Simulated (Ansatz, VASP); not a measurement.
## Ga3BAs4: VASP beside Ansatz

Contents of POSCAR:

```
Ga3BAs4
1.0
    3.8536563596      0.0000000000      0.0000000000
    0.0000000000      3.8575440230      5.4810141106
    0.0000000000     -3.8575440230      5.4810141106
B Ga As
1 3 4
Direct
    0.0000000000     -0.0028238372     -0.0028238372
    0.5000000000      0.0001522162      0.5011062127
    0.5000000000      0.5011062127      0.0001522162
    0.0000000000      0.4987147692      0.4987147692
    0.5000000000      0.1081370030      0.1081370030
    0.0000000000      0.1136068004      0.6566694194
    0.0000000000      0.6566694194      0.1136068004
    0.5000000000      0.6244374163      0.6244374163
```

File INCAR.step1:

```
SYSTEM = Ga3BAs4
  PREC = Accurate
  ENCUT = 520
  EDIFF = 1E-5
  ISMEAR = 0
  SIGMA = 0.01
  LREAL = .FALSE.
  LASPH = .TRUE.
  NELM = 80
  ALGO = Normal
  ISIF = 2
  LWAVE = .TRUE.
  LCHARG = .FALSE.
  NBANDS = 41
  GGA = PE
  KPAR = 4
```

File INCAR.step2:

```
SYSTEM = Ga3BAs4
  PREC = Accurate
  ENCUT = 520
  EDIFF = 1E-6
  ISMEAR = 0
  SIGMA = 0.01
  LREAL = .FALSE.
  LASPH = .TRUE.
  NELM = 80
  ALGO = Normal
  ISIF = 2
  LWAVE = .FALSE.
  LCHARG = .FALSE.
  GGA = PE
  LHFCALC = .TRUE.
  HFSCREEN = 0.2079
  PRECFOCK = Fast
  NBANDS = 41
  ISTART = 1
  KPAR = 4
```

Contents of KPOINTS:

```
regular mesh
0
G
  4 2 2
  0 0 0
```

Input for Ansatz:

```yaml
crystal:
  lattice:
    - [3.8536563596, 0.0, 0.0]
    - [0.0, 3.857544023, 5.4810141106]
    - [0.0, -3.857544023, 5.4810141106]
  atoms:
    - { symbol: B, position: [0.0, -0.0028238372, -0.0028238372] }
    - { symbol: Ga, position: [0.5, 0.0001522162, 0.5011062127] }
    - { symbol: Ga, position: [0.5, 0.5011062127, 0.0001522162] }
    - { symbol: Ga, position: [0.0, 0.4987147692, 0.4987147692] }
    - { symbol: As, position: [0.5, 0.108137003, 0.108137003] }
    - { symbol: As, position: [0.0, 0.1136068004, 0.6566694194] }
    - { symbol: As, position: [0.0, 0.6566694194, 0.1136068004] }
    - { symbol: As, position: [0.5, 0.6244374163, 0.6244374163] }
kpoints:
  mp_grid: { grid: [4, 2, 2] }
  band_path:
    path:
      - [0.0, 0.0, 0.0]
      - [0.0, 0.5, 0.5]
      - [0.0, 0.626165986, 0.373834014]
      - [0.0, 0.373834014, -0.373834014]
      - [0.5, 0.0, 0.0]
      - [0.5, 0.373834014, -0.373834014]
      - [0.5, 0.626165986, 0.373834014]
      - [0.5, 0.5, 0.5]
      - [0.0, 0.5, 0.0]
    npoints: 1
hamiltonian:
  xc: hse06
scf:
  occupations: { method: fixed }
  n_extra_bands: 6
output:
  forces: true
  stress: true
  eigenvalues: true
```

Alike in both runs: task single point; functional HSE06; k mesh 4 × 2 × 2; no spin polarisation.

|  | VASP | Ansatz |
| --- | --- | --- |
| version | VASP 6.6.1 | Ansatz 0.2.0 |
| potentials or method | VASP PAW PBE potentials, release 64 (B, Ga_d, As) | plane waves, PAW |
| plane-wave cutoff (eV) | 520 | 420 |
| occupations | gaussian, width 0.01 eV | fixed |
| valence electrons in the cell | 62 | 102 |

```csv
,VASP,Ansatz,Ansatz less VASP
gap on the k mesh at the Fermi level (eV),0.92,0.91,-0.003
pressure (GPa),0.1,0.3,+0.19
"traceless stress, the component that is largest in VASP (GPa)",-0.71,-0.71,+0.002
rms of the force components (eV/Å),0.059,0.064,+0.0048
```

Atom by atom the forces differ by 0.006 eV/Å (rms over components). VASP's potentials hold 62 valence electrons a cell and Ansatz's 102, so a difference there can come from the potentials and not from the codes. Ansatz's warnings: stress exchange threshold loose, stress scf threshold loose.

The k mesh is coarse, so the values compare programs but aren't converged.
